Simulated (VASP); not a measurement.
Set up this calculation in VASP 6.6.1, as the native input.

* Task: single point
* Functional: PBE
* Potentials or basis: VASP PAW PBE potentials, release 64 (Hf_pv, B)
* Cutoff: 500 eV
* k mesh: 2 × 2 × 2
* Occupations: fermi-dirac, width 0.025852 eV
* Spin: no spin polarisation
* Dipole correction: no
* Further INCAR settings: ALGO = Normal; EDIFF = 1e-06; NBANDS = 15

The structure of HfB2 lies in POSCAR:

```
HfB2
1.0
    3.1326790839      0.0000000000      0.0000000000
   -1.5663395419      2.7129796685      0.0000000000
    0.0000000000      0.0000000000      3.4792139900
Hf B
1 2
Direct
    0.0000000000      0.0000000000      0.0000000000
    0.3333333333      0.6666666667      0.5000000000
    0.6666666667      0.3333333333      0.5000000000
```

One way to write it, as run:

INCAR

```
SYSTEM = HfB2
PREC = Accurate
ENCUT = 500
EDIFF = 1E-6
ISMEAR = -1
SIGMA = 0.025851999786435532
LREAL = .False.
LASPH = .True.
NELM = 120
ALGO = Normal
ISIF = 2
LWAVE = .False.
LCHARG = .False.
GGA = PE
NBANDS = 15
GGA_COMPAT = .False.
```

KPOINTS

```
regular mesh
0
Gamma
  2 2 2
  0 0 0
```

Potentials or basis: VASP PAW PBE potentials, release 64 (Hf_pv, B).

Command:

```console
$ cat potpaw_PBE.64/Hf_pv/POTCAR potpaw_PBE.64/B/POTCAR > POTCAR
$ mpirun -np 1 vasp_std > vasp.out
```

Results of the run:

```yaml
Pressure: 2.4 GPa
Band_gap_on_the_k_mesh: zero (filled and empty bands touch)
```

Caveat: the k points lie up to 1.16 Å⁻¹ apart; spin-orbit coupling is left out, which moves the levels of the heavy elements.

Run time: 6 s on 1 thread of Intel Xeon 8259CL (shared host), peak memory 0.14 GiB.
